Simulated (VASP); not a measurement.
A run of VASP 6.6.1:

The input INCAR:

```
SYSTEM = Cr
PREC = Accurate
ENCUT = 500
EDIFF = 1E-6
ISMEAR = -1
SIGMA = 0.05
LREAL = .FALSE.
LASPH = .TRUE.
NELM = 200
ALGO = Normal
ISIF = 2
LWAVE = .FALSE.
LCHARG = .FALSE.
ISPIN = 2
MAGMOM = 1.5 1.5 -1.5 -1.5
LORBIT = 11
LMAXMIX = 4
GGA = PE
NBANDS = 36
GGA_COMPAT = .FALSE.
```

File KPOINTS:

```
regular mesh
0
G
  16 16 4
  0 0 0
```

File POSCAR:

```
Cr
1.0
    2.4287942001      0.0000000000      0.0000000000
   -1.2143971000      2.1033974778      0.0000000000
    0.0000000000      0.0000000000      8.5711604911
Cr
4
Direct
    0.0000000000      0.0000000000      1.0000000000
    0.0000000000      0.0000000000      0.5000000000
    0.3333333333      0.6666666667      0.2500000000
    0.6666666667      0.3333333333      0.7500000000
```

Potentials or basis: VASP PAW PBE potentials, release 64 (Cr_pv).

The run is started by

```sh
$ cat potpaw_PBE.64/Cr_pv/POTCAR > POTCAR
$ mpirun -np 1 vasp_std > vasp.out
```

Hardware: 1 thread of Intel(R) Xeon(R) 6975P-C (Granite Rapids), with other jobs on the host.

Q: How long does it take, and how much memory?

A: Wall time 110 s on 1 thread of Intel(R) Xeon(R) 6975P-C (Granite Rapids), with other jobs on the host, peak memory 0.29 GiB. Counts: scf iterations 15, k points 90.
